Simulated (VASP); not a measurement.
# Al2Cu (sol) (P4/mmm) in VASP: a series of runs

Al2Cu (sol) is run at these levels: PBEsol; tasks: single point.

Everything below comes from runs of VASP 6.6.1. Logs are shortened: lines on timing, memory, paths and dates and some standing lists are left out, and cuts for length are marked.

**1. The cell of the first run**

Symmetry: P4/mmm, No. 123, tetragonal system. The conventional cell has a = 4.105 Å, b = 4.105 Å, c = 2.891 Å, α = 90.00°, β = 90.00°, γ = 90.00°. Al (site symmetry mmm) has 4 Cu at 2.51 Å and 6 Al at 2.89 to 2.90 Å within 3.3 Å. Cu (site symmetry 4/mmm) has 8 Al at 2.51 Å and 2 Cu at 2.89 Å within 3.3 Å.

**2. Single point, PBEsol**

Contents of INCAR:

```
PREC     = Accurate       # precision mode
ENCUT    = 520            # plane-wave cutoff, eV
EDIFF    = 1E-6           # SCF threshold, eV
ISMEAR   = 0              # smearing method
SIGMA    = 0.1            # smearing width, eV
LREAL    = F              # projectors in reciprocal space
LASPH    = T              # aspherical terms in the spheres
NELM     = 80             # most SCF steps
ALGO     = Fast           # electronic algorithm
ISIF     = 2              # what is computed and relaxed
LWAVE    = F              # write WAVECAR
LCHARG   = T              # write CHGCAR
GGA      = PS             # functional
LELF     = T              # ELF
LVHAR    = T            
NBANDS   = 16             # bands
```

Contents of KPOINTS:

```
Automatic mesh
0
Gamma
  4 4 6
```

Contents of POSCAR:

```
Al2Cu
1.0
    4.1051820000      0.0000000000      0.0000000000
    0.0000000000      4.1051820000      0.0000000000
    0.0000000000      0.0000000000      2.8913130000
Al Cu
2 1
Direct
    0.5000000000      0.0000000000      0.5000000000
    0.0000000000      0.5000000000      0.5000000000
    0.0000000000      0.0000000000      0.0000000000
```

Potentials or basis: VASP PAW PBE potentials, release 64 (Al, Cu).

Launch:

```bash
$ cat potpaw_PBE.64/Al/POTCAR potpaw_PBE.64/Cu/POTCAR > POTCAR
$ mpirun -np 1 vasp_std > vasp.out
```

OUTCAR:

```text
PREC = Accurate
   ENCUT = 520
   EDIFF = 1E-6
   ISMEAR = 0
   LREAL = F
   LASPH = T
   NELM = 80
   ISIF = 2
   GGA = PS

 ion  position               nearest neighbor table
   1  0.500  0.000  0.500-   3 2.51   3 2.51   3 2.51   3 2.51   2 2.90   2 2.90   2 2.90   2 2.90

   2  0.000  0.500  0.500-   3 2.51   3 2.51   3 2.51   3 2.51   1 2.90   1 2.90   1 2.90   1 2.90

   3  0.000  0.000  0.000-   1 2.51   2 2.51   1 2.51   2 2.51   2 2.51   2 2.51   1 2.51   1 2.51

  LATTYP: Found a simple tetragonal cell.
 ALAT       =     4.1051820000
 C/A-ratio  =     0.7043081159

  Lattice vectors:

 A1 = (   4.1051820000,   0.0000000000,   0.0000000000)
 A2 = (   0.0000000000,   4.1051820000,   0.0000000000)
 A3 = (   0.0000000000,   0.0000000000,   2.8913130000)

Analysis of symmetry for initial positions (statically):
=====================================================================
 Subroutine PRICEL returns:
 Original cell was already a primitive cell.

 Routine SETGRP: Setting up the symmetry group for a
 simple tetragonal supercell.

 Subroutine GETGRP returns: Found 16 space group operations
 (whereof 16 operations were pure point group operations)
 out of a pool of 16 trial point group operations.

The static configuration has the point symmetry D_4h.

Analysis of symmetry for dynamics (positions and initial velocities):
=====================================================================
 Subroutine PRICEL returns:
 Original cell was already a primitive cell.

 Routine SETGRP: Setting up the symmetry group for a
 simple tetragonal supercell.

 Subroutine GETGRP returns: Found 16 space group operations
 (whereof 16 operations were pure point group operations)
 out of a pool of 16 trial point group operations.

The dynamic configuration has the point symmetry D_4h.

 Subroutine INISYM returns: Found 16 space group operations
 (whereof 16 operations are pure point group operations),
 and found     1 'primitive' translations

----------------------------------------------------------------------------------------

[... 88 lines left out ...]
   LNONCOLLINEAR =      F non collinear calculations
   LSORBIT =      F    spin-orbit coupling
   LASPH  =      T    aspherical Exc in radial PAW
   ENCUT  =  520.0 eV  38.22 Ry    6.18 a.u.   7.63  7.63  5.38*2*pi/ulx,y,z
   NELM   =     80;   NELMIN=  2; NELMDL= -5     # of ELM steps
   EDIFF  = 0.1E-05   stopping-criterion for ELM
   LREAL  =      F    real-space projection
   EDIFFG = 0.1E-04   stopping-criterion for IOM
   NSW    =      0    number of steps for IOM
   IBRION =     -1    ionic relax: 0-MD 1-quasi-New 2-CG
   NFREE  =      0    steps in history (QN), initial steepest desc. (CG)
   ISIF   =      2    stress and relaxation
   ISYM   =      2    0-nonsym 1-usesym 2-fastsym
   POTIM  = 0.5000    time-step for ionic-motion
   TEBEG  =    0.0;   TEEND  =   0.0 temperature during run
   PSTRESS=    0.0 pullay stress
   NELECT =      17.0000    total number of electrons
   NUPDOWN=      -1.0000    fix difference up-down
   EMIN   =  10.00;   EMAX   =-10.00  energy-range for DOS
   EFERMI =   0.00;   METHOD = LEGACY
   ISMEAR =     0;   SIGMA  =   0.10  broadening in eV -4-tet -1-fermi 0-gaus
   EFERMI_NEDOS =   21; number of points for ismear=-14 and -15
   IALGO  =     68    algorithm
   IMIX   =      4    mixing-type and parameters
     AMIX     =   0.40;   BMIX     =  1.00
     AMIX_MAG =   1.60;   BMIX_MAG =  1.00
  volume/ion in A,a.u.               =      16.24       109.61
  Fermi-wavevector in a.u.,A,eV,Ry     =   1.152492  2.177894 18.071765  1.328237
  Thomas-Fermi vector in A             =   2.289142
   LORBIT       =      0    0 simple, 1 ext, 2 COOP (PROOUT), +10 PAW based schemes
   GGA     = PS    functional components
   LHFCALC =     F    Hartree Fock is set to
   AEXX    =    0.0000 exact exchange contribution
   IVDW    =     0    specifies the selected vdW correction
   LEPSILON=     F    determine dielectric tensor
   LRPA    =     F    only Hartree local field effects (RPA)
 non-spin polarized calculation
 RMM-DIIS sequential band-by-band and
 Gauss-broadening in eV      SIGMA  =   0.10
  energy-cutoff  :      520.00
  volume of cell :       48.73
 maximum number of plane-waves:      1339
 NGX is ok and might be reduce to    32
   NGX = 15   NGY = 15   NGZ = 11

 number of electron      16.9999979 magnetization

 Free energy of the ion-electron system (eV)
  ---------------------------------------------------
  ext. energy  EPLUGINS =         0.00000000
  ---------------------------------------------------
  free energy    TOTEN  =       -12.53050141 eV

  energy without entropy =      -12.52885384  energy(sigma->0) =      -12.52967763

 E-fermi :   6.9994     XC(G=0): -10.4859

 val. band max:        6.9727709415   @ k =   0.5000   0.5000   0.5000
 cond. band min:       7.2168307854   @ k =   0.0000   0.0000   0.3333
 fundamental gap:      0.2440598439
 Fermi energy:         6.9994464241

 k-point     1 :       0.0000    0.0000    0.0000
  band No.  band energies     occupation
      1      -3.4624      2.00000
      2       1.6379      2.00000
      3       2.1551      2.00000
      4       2.7945      2.00000
      5       2.9890      2.00000
      6       2.9890      2.00000
[... 433 lines left out ...]
      3       2.7328      2.00000
      4       2.7879      2.00000
      5       3.1385      2.00000
      6       3.5834      2.00000
[... 8 lines left out ...]
     15      20.0425      0.00000
     16      21.4957      0.00000

------------------------ aborting loop because EDIFF is reached ----------------------------------------

  FORCE on cell =-STRESS in cart. coord.  units (eV):
  Direction    XX          YY          ZZ          XY          YZ          ZX
  --------------------------------------------------------------------------------------
  -------------------------------------------------------------------------------------
  Total       -0.9363718     -0.9363718     -0.0558887      0.0000000     -0.0000000      0.0000000
  in kB      -30.7892384    -30.7892384     -1.8377003      0.0000000     -0.0000000      0.0000000
  external PRESSURE =     -21.1387257 kB  Pullay stress =       0.0000000 kB

 VOLUME and BASIS-vectors are now :
 -----------------------------------------------------------------------------
  energy-cutoff  :      520.00
  volume of cell :       48.73
      direct lattice vectors                 reciprocal lattice vectors
     4.105182000  0.000000000  0.000000000     0.243594559  0.000000000  0.000000000
     0.000000000  4.105182000  0.000000000     0.000000000  0.243594559  0.000000000
     0.000000000  0.000000000  2.891313000     0.000000000  0.000000000  0.345863627

 POSITION                                       TOTAL-FORCE (eV/Angst)
 -----------------------------------------------------------------------------------
      2.05259      0.00000      1.44566         0.000000      0.000000      0.000000
      0.00000      2.05259      1.44566         0.000000      0.000000      0.000000
      0.00000      0.00000      0.00000         0.000000      0.000000      0.000000
 -----------------------------------------------------------------------------------
    total drift:                                0.000000     -0.000000      0.000000

  FREE ENERGIE OF THE ION-ELECTRON SYSTEM (eV)
  ---------------------------------------------------
  free  energy   TOTEN  =       -12.5305014137 eV

  energy  without entropy=      -12.5288538448  energy(sigma->0) =      -12.52967763
```

OSZICAR:

```text
N       E                     dE             d eps       ncg     rms          rms(c)
DAV:   1     0.626802063058E+02    0.62680E+02   -0.69369E+03   776   0.111E+03
DAV:   2    -0.119611430746E+02   -0.74641E+02   -0.65515E+02   800   0.199E+02
DAV:   3    -0.148258378975E+02   -0.28647E+01   -0.27833E+01  1032   0.449E+01
DAV:   4    -0.148947218178E+02   -0.68884E-01   -0.68861E-01   968   0.578E+00
[... 16 lines left out ...]
RMM:  21    -0.125305613816E+02    0.69281E-04   -0.46372E-05  1146   0.907E-02    0.665E-02
RMM:  22    -0.125305159039E+02    0.45478E-04   -0.49438E-05  1128   0.102E-01    0.329E-02
RMM:  23    -0.125305042879E+02    0.11616E-04   -0.13843E-05   925   0.562E-02    0.153E-02
RMM:  24    -0.125305016204E+02    0.26675E-05   -0.66516E-06   688   0.318E-02    0.520E-03
RMM:  25    -0.125305014137E+02    0.20669E-06   -0.14866E-06   496   0.103E-02
   1 F= -.12530501E+02 E0= -.12529678E+02  d E =-.164757E-02
```

Wall time 17 s (1 thread of Intel Xeon Platinum 8488C (Sapphire Rapids), shared host); peak memory 0.16 GiB.

What came out:

| Quantity | Value |
| --- | --- |
| Free energy | -12.5305 eV |
| Pressure | -2.1 GPa |

Levels at points of the mesh, in eV from the Fermi level:
```
           k point  band 7  band 8  band 9  band 10  band 11  band 12
(0.00, 0.00, 0.00)   -2.30   -2.30   -0.04     0.93     6.00     6.22
(0.50, 0.00, 0.00)   -4.01   -0.99    1.62     1.80     1.97     7.39
(0.50, 0.50, 0.00)   -4.04   -4.04   -2.38     8.60     8.60     9.31
(0.00, 0.00, 0.50)   -2.97    2.57    2.59     2.59     2.80     2.80
(0.50, 0.00, 0.50)   -2.99   -2.44   -1.65     3.72     4.03     4.41
(0.50, 0.50, 0.50)   -2.19   -2.19   -0.84    -0.83    -0.03    -0.03
```

Caveat: the k points lie up to 0.38 Å⁻¹ apart; the PAW data sets were made with another functional, which shifts forces and pressure a little.

**3. Single point, PBEsol**

This run uses another cell than the first one, of 15.83 Å³/atom, 0.975 times its volume.

Contents of INCAR:

```
PREC     = Accurate       # precision mode
ENCUT    = 520            # plane-wave cutoff, eV
EDIFF    = 1E-6           # SCF threshold, eV
ISMEAR   = 0              # smearing method
SIGMA    = 0.1            # smearing width, eV
LREAL    = F              # projectors in reciprocal space
LASPH    = T              # aspherical terms in the spheres
NELM     = 60             # most SCF steps
ALGO     = Normal         # electronic algorithm
ISIF     = 2              # what is computed and relaxed
LWAVE    = F              # write WAVECAR
LCHARG   = F              # write CHGCAR
GGA      = PS             # functional
NBANDS   = 16             # bands
```

Contents of KPOINTS:

```
Automatic mesh
0
Gamma
  10 10 14
```

Contents of POSCAR:

```
Al2Cu
1.0
    4.0848572963      0.0000000000      0.0000000000
    0.0000000000      4.0848572963      0.0000000000
    0.0000000000      0.0000000000      2.8464075254
Al Cu
2 1
Direct
    0.5000000000      0.0000000000      0.5000000000
    0.0000000000      0.5000000000      0.5000000000
    0.0000000000      0.0000000000      0.0000000000
```

Potentials or basis: VASP PAW PBE potentials, release 64 (Al, Cu).

Launch:

```bash
$ cat potpaw_PBE.64/Al/POTCAR potpaw_PBE.64/Cu/POTCAR > POTCAR
$ mpirun -np 1 vasp_std > vasp.out
```

Wall time 59 s (1 thread of Intel Xeon Platinum 8488C (Sapphire Rapids), shared host); peak memory 0.24 GiB.

The run converged. Its results:

```yaml
Free_energy: -12.5693 eV
Pressure: 0.2 GPa
```

Levels at points of the mesh, in eV from the Fermi level:
```tsv
k point	band 6	band 7	band 8	band 9	band 10	band 11	band 12	band 13
(0.00, 0.00, 0.00)	-4.11	-2.46	-2.46	-0.08	0.83	6.17	6.17	6.33
(0.50, 0.00, 0.00)	-4.14	-4.11	-1.14	1.55	1.69	1.92	7.73	8.37
(0.50, 0.50, 0.00)	-4.30	-4.14	-4.14	-2.47	8.58	8.58	9.62	9.97
(0.00, 0.00, 0.50)	-4.14	-3.01	2.52	2.64	2.64	2.73	2.73	3.15
(0.50, 0.00, 0.50)	-4.21	-3.12	-2.46	-1.64	3.75	3.98	4.49	5.11
(0.50, 0.50, 0.50)	-3.51	-2.31	-2.31	-0.84	-0.83	0.05	0.05	2.36
```

Caveat: the PAW data sets were made with another functional, which shifts forces and pressure a little.

**4. Single point, PBEsol**

This run uses another cell than the first one, of 15.86 Å³/atom, 0.976 times its volume.

Contents of INCAR:

```
SYSTEM = Al2Cu
  PREC = Accurate
  ENCUT = 520
  EDIFF = 1E-6
  ISMEAR = -1
  SIGMA = 0.15
  LREAL = .False.
  LASPH = .True.
  NELM = 100
  ALGO = Fast
  ISIF = 2
  LWAVE = .False.
  LCHARG = .True.
  GGA = PS
  LELF = .True.
  LVHAR = .True.
  NBANDS = 16
```

Contents of KPOINTS:

```
regular mesh
0
Gamma
  10 10 14
  0 0 0
```

Contents of POSCAR:

```
Al2Cu
1.0
    4.0895876176      0.0000000000      0.0000000000
    0.0000000000      4.0895876176      0.0000000000
    0.0000000000      0.0000000000      2.8442932268
Al Cu
2 1
Direct
    0.5000000000      0.0000000000      0.5000000000
    0.0000000000      0.5000000000      0.5000000000
    0.0000000000      0.0000000000      0.0000000000
```

Launch:

```bash
$ cat potpaw_PBE.64/Al/POTCAR potpaw_PBE.64/Cu/POTCAR > POTCAR
$ mpirun -np 1 vasp_std > vasp.out
```

It took 81 s on 1 thread of Intel Xeon Platinum 8488C (Sapphire Rapids), shared host; peak memory 0.24 GiB.

Results (log left out):

| Property | Result |
| --- | --- |
| Free energy | -12.6000 eV |
| Pressure | 0.0 GPa |

Levels at points of the mesh, in eV from the Fermi level:
| k point | band 6 | band 7 | band 8 | band 9 | band 10 | band 11 | band 12 | band 13 |
| --- | --- | --- | --- | --- | --- | --- | --- | --- |
| (0.00, 0.00, 0.00) | -4.10 | -2.46 | -2.46 | -0.09 | 0.83 | 6.15 | 6.15 | 6.37 |
| (0.50, 0.00, 0.00) | -4.13 | -4.10 | -1.15 | 1.54 | 1.69 | 1.90 | 7.76 | 8.35 |
| (0.50, 0.50, 0.00) | -4.29 | -4.12 | -4.12 | -2.47 | 8.58 | 8.58 | 9.66 | 9.93 |
| (0.00, 0.00, 0.50) | -4.13 | -3.00 | 2.51 | 2.65 | 2.65 | 2.73 | 2.73 | 3.16 |
| (0.50, 0.00, 0.50) | -4.20 | -3.11 | -2.45 | -1.63 | 3.76 | 3.98 | 4.49 | 5.10 |
| (0.50, 0.50, 0.50) | -3.49 | -2.30 | -2.30 | -0.82 | -0.82 | 0.06 | 0.06 | 2.37 |

Caveat: the PAW data sets were made with another functional, which shifts forces and pressure a little.

**5. Summary**

| cell | k mesh | smearing | gap on the mesh (eV) | pressure (GPa) |
| --- | --- | --- | --- | --- |
| a = 4.105, b = 4.105, c = 2.891 Å, 3 atoms | 4 × 4 × 6 | gaussian 0.1 eV | none | -2.1 |
| a = 4.085, b = 4.085, c = 2.846 Å, 3 atoms | 10 × 10 × 14 | gaussian 0.1 eV | none | 0.2 |
| a = 4.090, b = 4.090, c = 2.844 Å, 3 atoms | 10 × 10 × 14 | fermi-dirac 0.15 eV | none | 0.0 |

Alike in all rows: task single point; level PBEsol; potentials or basis VASP PAW PBE potentials, release 64 (Al, Cu); no spin polarisation; cutoff (eV) 520.

Caveats: some runs use coarse meshes; the PAW data sets were made with another functional, which shifts forces and pressure a little.

Absolute energies hang on the potentials; compare differences alone.
